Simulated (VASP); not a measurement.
# ZnO: single point with PBE

The system is ZnO.

```
Zn O
1.0
     2.84905    0.00000    0.00000
    -1.42453    2.46735    0.00000
     0.00000    0.00000    3.44934
Zn O
1 1
Direct
  0.00000 0.00000 0.00000
  0.00000 0.00000 0.50000
```

```json
{
 "Program": "VASP 6.6.1",
 "Task": "single point",
 "Functional": "PBE",
 "Potentials or basis": "VASP PAW PBE potentials, release 64 (Zn, O)",
 "Cutoff": "520 eV",
 "k mesh": "6 × 6 × 6",
 "Occupations": "gaussian, width 0.1 eV",
 "Spin": "no spin polarisation"
}
```

```yaml
Pressure: 18.6 GPa
Band_gap_on_the_k_mesh: zero (band 9 reaches 1.92 eV, above the bottom of band 10 at 1.12 eV)
```

Stress tensor (GPa, compression positive):
```
22.15  0.00  0.00
 0.00 22.15  0.00
 0.00  0.00 11.47
```

Levels at points of the mesh, in eV from the Fermi level:
| k point | band 5 | band 6 | band 7 | band 8 | band 9 | band 10 | band 11 | band 12 | band 13 | band 14 |
| --- | --- | --- | --- | --- | --- | --- | --- | --- | --- | --- |
| (0.00, 0.00, 0.00) | -6.88 | -6.88 | -5.06 | -1.33 | -0.66 | -0.66 | 12.60 | 13.40 | 18.93 | 18.93 |
| (0.50, 0.00, 0.00) | -6.82 | -6.03 | -4.81 | -4.21 | -1.35 | 3.69 | 4.13 | 13.28 | 13.71 | 14.13 |
| (0.00, 0.00, 0.50) | -7.31 | -7.21 | -7.21 | 0.15 | 0.15 | 4.68 | 7.51 | 16.60 | 16.60 | 19.81 |
| (0.50, 0.00, 0.50) | -7.34 | -6.82 | -3.27 | -2.22 | -0.33 | 0.50 | 8.02 | 11.43 | 12.21 | 14.46 |

Wall time 6.4 s on 1 thread of Intel(R) Xeon(R) Platinum 8488C (Sapphire Rapids), on a shared host, peak memory 0.14 GiB.

Caveat: the k points lie up to 0.42 Å⁻¹ apart.
